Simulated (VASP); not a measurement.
Crystal: Se.

```xyz
1
Lattice="-1.7600 1.7600 1.7600 1.7600 -1.7600 1.7600 1.7600 1.7600 -1.7600" Properties=species:S:1:pos:R:3 pbc="T T T"
Se    0.0000    0.0000    0.0000
```

- Program: VASP 6.6.1
- Task: relaxation of cell and atoms
- Functional: RPBE
- Potentials or basis: VASP PAW PBE potentials, release 64 (Se)
- Cutoff: 600 eV
- k mesh: 13 × 13 × 13
- Occupations: fermi-dirac, width 0.1 eV
- Spin: no spin polarisation

At the start: pressure -2.6 GPa; volume 21.81 Å³/atom.

**Question.** How do energy, volume and symmetry change on relaxing?

**Answer.** Over 3 steps the energy falls by 7.8 meV/atom and the volume is 20.88 Å³/atom (-4.3 %); space group Im-3m (No. 229, to 0.05 Å).

Step by step:
| step | energy change (eV) | largest force (eV/Å) | pressure (GPa) | volume (Å³) |
| --- | --- | --- | --- | --- |
| 1 | 0.0000 | 0.0000 | -2.57 | 21.81 |
| 2 | -0.0075 | 0.0000 | 0.50 | 20.72 |
| 3 | -0.0078 | 0.0000 | 0.00 | 20.88 |

Final structure:
```cif
data_structure
_symmetry_space_group_name_H-M 'P 1'
_symmetry_Int_Tables_number 1
_cell_length_a 3.0044
_cell_length_b 3.0044
_cell_length_c 3.0044
_cell_angle_alpha 109.471
_cell_angle_beta 109.471
_cell_angle_gamma 109.471
_cell_volume 20.88
loop_
_atom_site_label
_atom_site_type_symbol
_atom_site_fract_x
_atom_site_fract_y
_atom_site_fract_z
_atom_site_occupancy
Se1 Se 0.00000 0.00000 0.00000 1
```

Caveat: the PAW data sets were made with another functional, which shifts forces and pressure a little.
